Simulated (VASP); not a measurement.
A run of VASP 6.6.1 is set up as follows.

File INCAR:

```
SYSTEM = DyBe
ALGO     = Normal         ! electronic algorithm
EDIFF    = 1E-7           ! SCF threshold, eV
EDIFFG   = -0.08          ! ionic threshold
ENCUT    = 600            ! plane-wave cutoff, eV
GGA      = PE             ! functional
GGA_COMPAT= .FALSE.      
IBRION   = 2              ! ionic algorithm
ISIF     = 3              ! what is computed and relaxed
ISMEAR   = 0              ! smearing method
LASPH    = .TRUE.         ! aspherical terms in the spheres
LCHARG   = .FALSE.        ! write CHGCAR
LMAXMIX  = 6              ! l up to which the mixer works
LREAL    = .FALSE.        ! projectors in reciprocal space
LWAVE    = .FALSE.        ! write WAVECAR
NELM     = 200            ! most SCF steps
NELMIN   = 4            
NSW      = 36             ! ionic steps
PREC     = Accurate       ! precision mode
SIGMA    = 0.2            ! smearing width, eV
```

KPOINTS

```
k-points
0
G
  8 8 8
  0 0 0
```

Contents of POSCAR:

```
DyBe
1.0
    1.3514292200      0.7802480200      4.5894545800
   -1.3514292200      0.7802480200      4.5894545800
    0.0000000000     -1.5604960500      4.5894545800
Dy Be
1 1
Direct
    0.5000000000      0.5000000000      0.5000000000
    0.0000000000      0.0000000000      0.0000000000
```

Potentials or basis: VASP PAW PBE potentials, release 64 (Dy_3, Be), 4f in core.

Command:

```sh
$ cat potpaw_PBE.64/Dy_3/POTCAR potpaw_PBE.64/Be/POTCAR > POTCAR
$ mpirun -np 1 vasp_std > vasp.out
```

(1) What does it give for the band gap on the k mesh?

(2) Predict the relaxed cell.

## Answers

(1) zero (an odd number of electrons rules out a gap without spin polarisation).

(2) a = 4.517 Å, b = 4.517 Å, c = 4.517 Å, α = 47.09°, β = 47.09°, γ = 47.09°.

Caveat: spin-orbit coupling is left out, which moves the levels of the heavy elements; the 4f electrons are frozen in the core, so they carry no moment and show no levels.
